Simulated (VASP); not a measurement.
# Se (Pm-3m) in VASP: further runs

Se is run at these levels: r2SCAN; tasks: single point.

All numbers are computed with VASP 6.6.1; they aren't measurements. Logs are shortened: lines on timing, memory, paths and dates and some standing lists are left out, and cuts for length are marked.

## (1) The cell of the first run

Symmetry: Pm-3m, No. 221, cubic system. Conventional cell: a = 2.714 Å, b = 2.714 Å, c = 2.714 Å, α = 90.00°, β = 90.00°, γ = 90.00°. Se (site symmetry m-3m) has 6 Se at 2.71 Å within 3.6 Å.

## (2) Single point, r2SCAN

POSCAR

```
Se
1.0
    2.7135658448      0.0000000000      0.0000000000
    0.0000000000      2.7135658448      0.0000000000
    0.0000000000      0.0000000000      2.7135658448
Se
1
Direct
    0.0000000000      0.0000000000      0.0000000000
```

INCAR.step1

```
ALGO = Normal
EDIFF = 1E-4
ENCUT = 520
GGA = PE
ISMEAR = -1
LASPH = T
LCHARG = F
LREAL = F
LWAVE = T
NBANDS = 9
NELM = 100
PREC = Accurate
SIGMA = 0.1
```

INCAR.step2

```
ALGO = Normal
EDIFF = 1E-7
ENCUT = 520
ISIF = 2
ISMEAR = -1
ISTART = 1
LASPH = T
LCHARG = F
LMIXTAU = T
LREAL = F
LWAVE = F
METAGGA = R2SCAN
NBANDS = 9
NELM = 100
PREC = Accurate
SIGMA = 0.1
```

KPOINTS

```
k-points
0
Gamma
  8 8 8
```

Potentials or basis: VASP PAW PBE potentials, release 64 (Se).

Launch:

```
cat potpaw_PBE.64/Se/POTCAR > POTCAR
cp INCAR.step1 INCAR
mpirun -np 1 vasp_std > vasp.out
cp INCAR.step2 INCAR
mpirun -np 1 vasp_std > vasp.out
```

OUTCAR:

```text
EDIFF = 1E-7
   ENCUT = 520
   ISIF = 2
   ISMEAR = -1
   ISTART = 1
   LASPH = T
   LREAL = F
   METAGGA = R2SCAN
   NELM = 100
   PREC = Accurate

 ion  position               nearest neighbor table
   1  0.000  0.000  0.000-

  LATTYP: Found a simple cubic cell.
 ALAT       =     2.7135658448

  Lattice vectors:

 A1 = (   2.7135658448,   0.0000000000,   0.0000000000)
 A2 = (   0.0000000000,   2.7135658448,   0.0000000000)
 A3 = (   0.0000000000,   0.0000000000,   2.7135658448)

Analysis of symmetry for initial positions (statically):
=====================================================================
 Subroutine PRICEL returns:
 Original cell was already a primitive cell.

 Routine SETGRP: Setting up the symmetry group for a
 simple cubic supercell.

 Subroutine GETGRP returns: Found 48 space group operations
 (whereof 48 operations were pure point group operations)
 out of a pool of 48 trial point group operations.

The static configuration has the point symmetry O_h .

Analysis of symmetry for dynamics (positions and initial velocities):
=====================================================================
 Subroutine PRICEL returns:
 Original cell was already a primitive cell.

 Routine SETGRP: Setting up the symmetry group for a
 simple cubic supercell.

 Subroutine GETGRP returns: Found 48 space group operations
 (whereof 48 operations were pure point group operations)
 out of a pool of 48 trial point group operations.

The dynamic configuration has the point symmetry O_h .

 Subroutine INISYM returns: Found 48 space group operations
 (whereof 48 operations are pure point group operations),
 and found     1 'primitive' translations

----------------------------------------------------------------------------------------

                                     Primitive cell

  volume of cell :      19.9812

  direct lattice vectors                    reciprocal lattice vectors
     2.713565845  0.000000000  0.000000000     0.368518789  0.000000000  0.000000000
     0.000000000  2.713565845  0.000000000     0.000000000  0.368518789  0.000000000
     0.000000000  0.000000000  2.713565845     0.000000000  0.000000000  0.368518789

  length of vectors
     2.713565845  2.713565845  2.713565845     0.368518789  0.368518789  0.368518789

  position of ions in fractional coordinates (direct lattice)
     0.000000000  0.000000000  0.000000000

  ion indices of the primitive-cell ions
   primitive index   ion index
                 1           1

----------------------------------------------------------------------------------------

 KPOINTS: k-points

Automatic generation of k-mesh.
 Grid dimensions read from file:
 generate k-points for:    8    8    8

 Generating k-lattice:

  Cartesian coordinates                     Fractional coordinates (reciprocal lattice)
     0.046064849  0.000000000  0.000000000     0.125000000  0.000000000  0.000000000
     0.000000000  0.046064849  0.000000000     0.000000000  0.125000000  0.000000000
     0.000000000  0.000000000  0.046064849     0.000000000  0.000000000  0.125000000

  Length of vectors
     0.046064849  0.046064849  0.046064849

  Shift w.r.t. Gamma in fractional coordinates (k-lattice)
     0.000000000  0.000000000  0.000000000

 Subroutine IBZKPT returns following result:
 ===========================================

 Found     35 irreducible k-points:

 Following reciprocal coordinates:
            Coordinates               Weight
  0.000000  0.000000  0.000000      1.000000
  0.125000  0.000000  0.000000      6.000000
  0.250000  0.000000  0.000000      6.000000
  0.375000  0.000000  0.000000      6.000000
  0.500000  0.000000  0.000000      3.000000
  0.125000  0.125000  0.000000     12.000000
[... 16 lines left out ...]
  0.375000  0.375000  0.125000     24.000000
  0.500000  0.375000  0.125000     24.000000
 [... further k-points ...]
   k-points           NKPTS =     35   k-points in BZ     NKDIM =     35   number of bands    NBANDS=      9
   number of dos      NEDOS =    301   number of ions     NIONS =      1
   total plane-waves  NPLWV =   8000
   dimension x,y,z NGX =    20 NGY =   20 NGZ =   20
   dimension x,y,z NGXF=    40 NGYF=   40 NGZF=   40
   ions per type =               1
   NGX,Y,Z   is equivalent  to a cutoff of  12.25, 12.25, 12.25 a.u.
   NGXF,Y,Z  is equivalent  to a cutoff of  24.51, 24.51, 24.51 a.u.
 SYSTEM =  unknown system
   PREC   = accura    normal or accurate (medium, high low for compatibility)
   ISTART =      1    job   : 0-new  1-cont  2-samecut
   ICHARG =      0    charge: 1-file 2-atom 10-const
   ISPIN  =      1    spin polarized calculation?
   LNONCOLLINEAR =      F non collinear calculations
   LSORBIT =      F    spin-orbit coupling
   LASPH  =      T    aspherical Exc in radial PAW
   ENCUT  =  520.0 eV  38.22 Ry    6.18 a.u.   5.05  5.05  5.05*2*pi/ulx,y,z
   NELM   =    100;   NELMIN=  2; NELMDL=  0     # of ELM steps
   EDIFF  = 0.1E-06   stopping-criterion for ELM
   LREAL  =      F    real-space projection
   EDIFFG = 0.1E-05   stopping-criterion for IOM
   NSW    =      0    number of steps for IOM
   IBRION =     -1    ionic relax: 0-MD 1-quasi-New 2-CG
   NFREE  =      0    steps in history (QN), initial steepest desc. (CG)
   ISIF   =      2    stress and relaxation
   ISYM   =      2    0-nonsym 1-usesym 2-fastsym
   POTIM  = 0.5000    time-step for ionic-motion
   TEBEG  =    0.0;   TEEND  =   0.0 temperature during run
   PSTRESS=    0.0 pullay stress
   NELECT =       6.0000    total number of electrons
   NUPDOWN=      -1.0000    fix difference up-down
   EMIN   =  10.00;   EMAX   =-10.00  energy-range for DOS
   EFERMI =   0.00;   METHOD = LEGACY
   ISMEAR =    -1;   SIGMA  =   0.10  broadening in eV -4-tet -1-fermi 0-gaus
   EFERMI_NEDOS =   21; number of points for ismear=-14 and -15
   IALGO  =     38    algorithm
   IMIX   =      4    mixing-type and parameters
     AMIX     =   0.40;   BMIX     =  1.00
     AMIX_MAG =   1.60;   BMIX_MAG =  1.00
  volume/ion in A,a.u.               =      19.98       134.84
  Fermi-wavevector in a.u.,A,eV,Ry     =   1.096272  2.071653 16.351641  1.201812
  Thomas-Fermi vector in A             =   2.232611
   LORBIT       =      0    0 simple, 1 ext, 2 COOP (PROOUT), +10 PAW based schemes
   METAGGA = R2SCAN    functional components
   LHFCALC =     F    Hartree Fock is set to
   AEXX    =    0.0000 exact exchange contribution
   IVDW    =     0    specifies the selected vdW correction
   LEPSILON=     F    determine dielectric tensor
   LRPA    =     F    only Hartree local field effects (RPA)
 non-spin polarized calculation
  energy-cutoff  :      520.00
  volume of cell :       19.98
 maximum number of plane-waves:       554
   NGX = 11   NGY = 11   NGZ = 11

 number of electron       6.0000002 magnetization

 Free energy of the ion-electron system (eV)
  ---------------------------------------------------
  ext. energy  EPLUGINS =         0.00000000
  ---------------------------------------------------
  free energy    TOTEN  =       -13.98519241 eV

  energy without entropy =      -13.96811387  energy(sigma->0) =      -13.97665314

 E-fermi :   6.1750     XC(G=0): -11.0257

 val. band max:        6.1509167788   @ k =   0.5000   0.5000   0.2500
 cond. band min:       6.2228345590   @ k =   0.2500   0.1250   0.0000
 fundamental gap:      0.0719177801
 Fermi energy:         6.1750227219

 k-point     1 :       0.0000    0.0000    0.0000
  band No.  band energies     occupation
      1     -11.8845      2.00000
      2       7.7530      0.00000
      3       7.7530      0.00000
      4       7.7530      0.00000
      5      14.0425      0.00000
      6      14.0425      0.00000
      7      15.5695      0.00000
      8      30.6143      0.00000
      9      30.6143      0.00000

 k-point     2 :       0.1250    0.0000    0.0000
  band No.  band energies     occupation
      1     -11.6155      2.00000
      2       5.3290      1.99958
      3       7.9699      0.00000
      4       7.9699      0.00000
      5      14.2931      0.00000
      6      15.2464      0.00000
      7      17.5965      0.00000
      8      27.5107      0.00000
      9      27.5107      0.00000

 k-point     3 :       0.2500    0.0000    0.0000
  band No.  band energies     occupation
      1     -10.8538      2.00000
      2       1.7514      2.00000
      3       8.5526      0.00000
      4       8.5526      0.00000
      5      14.9977      0.00000
      6      16.2629      0.00000
      7      21.9768      0.00000
      8      24.0325      0.00000
      9      24.0325      0.00000

 k-point     4 :       0.3750    0.0000    0.0000
  band No.  band energies     occupation
      1      -9.8171      2.00000
      2      -1.1232      2.00000
      3       9.2536      0.00000
      4       9.2536      0.00000
      5      15.9381      0.00000
      6      17.7612      0.00000
      7      21.5392      0.00000
      8      21.5392      0.00000
      9      22.0833      0.00000

 k-point     5 :       0.5000    0.0000    0.0000
  band No.  band energies     occupation
      1      -9.2206      2.00000
      2      -2.3465      2.00000
      3       9.5957      0.00000
      4       9.5957      0.00000
      5      16.4626      0.00000
      6      19.6400      0.00000
      7      19.9432      0.00000
      8      20.5941      0.00000
      9      20.5941      0.00000

 k-point     6 :       0.1250    0.1250    0.0000
  band No.  band energies     occupation
      1     -11.3465      2.00000
      2       5.4313      1.99882
      3       5.7051      1.98197
      4       8.1857      0.00000
      5      15.0088      0.00000
      6      17.4871      0.00000
      7      17.9574      0.00000
      8      24.6755      0.00000
      9      27.3550      0.00000
[... 169 lines left out ...]
 k-point    21 :       0.3750    0.2500    0.1250
  band No.  band energies     occupation
      1      -8.5066      2.00000
      2       0.0547      2.00000
      3       3.7938      2.00000
      4       7.9131      0.00000
      5      13.7792      0.00000
      6      18.4731      0.00000
      7      20.8403      0.00000
      8      22.5050      0.00000
      9      26.1705      0.00000

 k-point    22 :       0.5000    0.2500    0.1250
  band No.  band energies     occupation
      1      -7.9024      2.00000
      2      -1.1666      2.00000
      3       4.2423      2.00000
      4       8.3276      0.00000
      5      12.7291      0.00000
      6      17.6407      0.00000
      7      21.2208      0.00000
      8      23.0570      0.00000
      9      27.0647      0.00000

 k-point    23 :       0.3750    0.3750    0.1250
  band No.  band energies     occupation
      1      -7.4497      2.00000
      2       0.8158      2.00000
      3       1.0681      2.00000
      4       8.6685      0.00000
      5      11.1011      0.00000
      6      19.2126      0.00000
      7      19.9780      0.00000
      8      22.4824      0.00000
      9      27.6408      0.00000

 k-point    24 :       0.5000    0.3750    0.1250
  band No.  band energies     occupation
      1      -6.8319      2.00000
      2      -0.2927      2.00000
      3       1.4071      2.00000
      4       9.0583      0.00000
      5      10.0135      0.00000
      6      18.7003      0.00000
      7      20.2078      0.00000
      8      23.0342      0.00000
      9      26.4464      0.00000

 [... further k-points ...]
[... 5 lines left out ...]
  --------------------------------------------------------------------------------------
  -------------------------------------------------------------------------------------
  Total        1.4441240      1.4441240      1.4441240     -0.0000000      0.0000000     -0.0000000
  in kB      115.7961131    115.7961131    115.7961131     -0.0000000      0.0000000     -0.0000000
  external PRESSURE =     115.7961131 kB  Pullay stress =       0.0000000 kB

 VOLUME and BASIS-vectors are now :
 -----------------------------------------------------------------------------
  energy-cutoff  :      520.00
  volume of cell :       19.98
      direct lattice vectors                 reciprocal lattice vectors
     2.713565845  0.000000000  0.000000000     0.368518789  0.000000000  0.000000000
     0.000000000  2.713565845  0.000000000     0.000000000  0.368518789  0.000000000
     0.000000000  0.000000000  2.713565845     0.000000000  0.000000000  0.368518789

 POSITION                                       TOTAL-FORCE (eV/Angst)
 -----------------------------------------------------------------------------------
      0.00000      0.00000      0.00000         0.000000      0.000000      0.000000
 -----------------------------------------------------------------------------------
    total drift:                               -0.000000      0.000000      0.000000

  FREE ENERGIE OF THE ION-ELECTRON SYSTEM (eV)
  ---------------------------------------------------
  free  energy   TOTEN  =       -13.9851924129 eV

  energy  without entropy=      -13.9681138714  energy(sigma->0) =      -13.97665314
```

Run time: 13 s. Hardware: 1 thread of Intel Xeon Platinum 8488C (Sapphire Rapids), shared host; peak memory 0.12 GiB.

What came out:

```
Free energy            : -13.9852 eV
Pressure               : 11.6 GPa
Band gap on the k mesh : zero (band 3 reaches 9.60 eV, above the bottom of band 4 at 1.99 eV)
```

Levels at points of the mesh, in eV from the Fermi level:
```csv
k point,band 1,band 2,band 3,band 4,band 5,band 6
"(0.00, 0.00, 0.00)",-18.06,1.58,1.58,1.58,7.87,7.87
"(0.50, 0.00, 0.00)",-15.40,-8.52,3.42,3.42,10.29,13.46
"(0.50, 0.50, 0.00)",-12.65,-6.24,-6.24,2.46,5.13,14.95
"(0.50, 0.50, 0.50)",-9.72,-4.19,-4.19,-4.19,5.75,5.75
```

Caveat: the PAW data sets were made with another functional, which shifts forces and pressure a little.

## (3) Single point, r2SCAN

This run uses another cell than the first one, of 20.54 Å³/atom, 1.028 times its volume.

POSCAR

```
Se
1.0
    2.7384623350      0.0000000000      0.0000000000
    0.0000000000      2.7384623350      0.0000000000
    0.0000000000      0.0000000000      2.7384623350
Se
1
Direct
    0.0000000000      0.0000000000      0.0000000000
```

INCAR.step1

```
PREC     = Accurate       # precision mode
ENCUT    = 520            # plane-wave cutoff, eV
ISMEAR   = -1             # smearing method
SIGMA    = 0.1            # smearing width, eV
LREAL    = False          # projectors in reciprocal space
LASPH    = True           # aspherical terms in the spheres
NELM     = 100            # most SCF steps
NBANDS   = 9              # bands
GGA      = PE             # functional
ALGO     = Normal         # electronic algorithm
EDIFF    = 1E-4           # SCF threshold, eV
LWAVE    = True           # write WAVECAR
LCHARG   = False          # write CHGCAR
```

INCAR.step2

```
PREC     = Accurate       # precision mode
ENCUT    = 520            # plane-wave cutoff, eV
EDIFF    = 1E-6           # SCF threshold, eV
ISMEAR   = -1             # smearing method
SIGMA    = 0.1            # smearing width, eV
LREAL    = False          # projectors in reciprocal space
LASPH    = True           # aspherical terms in the spheres
NELM     = 100            # most SCF steps
ALGO     = Normal         # electronic algorithm
ISIF     = 2              # what is computed and relaxed
LWAVE    = False          # write WAVECAR
LCHARG   = False          # write CHGCAR
METAGGA  = R2SCAN         # meta-GGA
LMIXTAU  = True         
NBANDS   = 9              # bands
ISTART   = 1
```

KPOINTS

```
regular mesh
0
Gamma
  8 8 8
```

Potentials or basis: VASP PAW PBE potentials, release 64 (Se).

Launch:

```
cat potpaw_PBE.64/Se/POTCAR > POTCAR
cp INCAR.step1 INCAR
mpirun -np 1 vasp_std > vasp.out
cp INCAR.step2 INCAR
mpirun -np 1 vasp_std > vasp.out
```

It took 11 s on 1 thread of Intel Xeon Platinum 8488C (Sapphire Rapids), shared host; peak memory 0.13 GiB.

It converged, with:

| Quantity | Value |
| --- | --- |
| Free energy | -14.0196 eV |
| Pressure | 8.3 GPa |
| Band gap on the k mesh | zero (band 3 reaches 9.09 eV, above the bottom of band 4 at 1.74 eV) |

Levels at points of the mesh, in eV from the Fermi level:
```tsv
k point	band 1	band 2	band 3	band 4	band 5	band 6	band 7
(0.00, 0.00, 0.00)	-17.77	1.53	1.53	1.53	7.93	7.93	9.21
(0.50, 0.00, 0.00)	-15.22	-8.24	3.29	3.29	10.29	13.21	13.64
(0.50, 0.50, 0.00)	-12.61	-6.04	-6.04	2.65	4.91	14.73	16.82
(0.50, 0.50, 0.50)	-9.84	-4.07	-4.07	-4.07	5.86	5.86	5.86
```

Caveat: the PAW data sets were made with another functional, which shifts forces and pressure a little.
